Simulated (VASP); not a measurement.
Set up this calculation in VASP 6.6.1, as the native input.

- Task: single point
- Functional: PBE
- Potentials or basis: VASP PAW PBE potentials, release 64 (Pt, Se)
- Cutoff: 520 eV
- k mesh: 12 × 12 × 10
- Occupations: gaussian, width 0.15 eV
- Spin: no spin polarisation
- Dipole correction: no
- Further INCAR settings: ALGO = Normal; EDIFF = 1e-07; NBANDS = 18

The structure of PtSe2 lies in POSCAR:

```
PtSe2
1.0
    3.7240006046      0.0000000000      0.0000000000
   -1.8620003023      3.2734553142      0.0000000000
    0.0000000000      0.0000000000      5.0620000000
Pt Se
1 2
Direct
    0.0000000000      0.0000000000      0.0000000000
    0.3333333333      0.6666666667      0.2500000000
    0.6666666667      0.3333333333      0.7500000000
```

This cell differs from its parent crystal: strain +0.0150 x Voigt [0, 1, 0, 0, 0, 0].

These files were run (other wordings do the same):

INCAR

```
SYSTEM = PtSe2
PREC = Accurate ; ENCUT = 520
EDIFF = 1E-7 ; ISMEAR = 0
SIGMA = 0.15 ; LREAL = .False.
LASPH = .True. ; NELM = 60
ALGO = Normal ; ISIF = 2
LWAVE = .False. ; LCHARG = .True.
GGA = PE ; LELF = .True.
LVHAR = .True. ; NBANDS = 18
```

KPOINTS

```
regular mesh
0
Gamma
  12 12 10
  0 0 0
```

Potentials or basis: VASP PAW PBE potentials, release 64 (Pt, Se).

The run is started by

```console
$ cat potpaw_PBE.64/Pt/POTCAR potpaw_PBE.64/Se/POTCAR > POTCAR
$ mpirun -np 1 vasp_std > vasp.out
```

Results of the run:

The pressure is 5.0 GPa, the largest force is 0.410 eV/Å and the band gap on the k mesh is zero (bands 11 and 12 overlap by 0.43 eV).

Caveat: the cell differs from its parent crystal (strain +0.0150 x Voigt [0, 1, 0, 0, 0, 0]); the cell stands under pressure; spin-orbit coupling is left out, which moves the levels of the heavy elements.

Run time: 6.8 min on 1 thread of Intel Xeon 8259CL, on a shared host, peak memory 0.54 GiB.
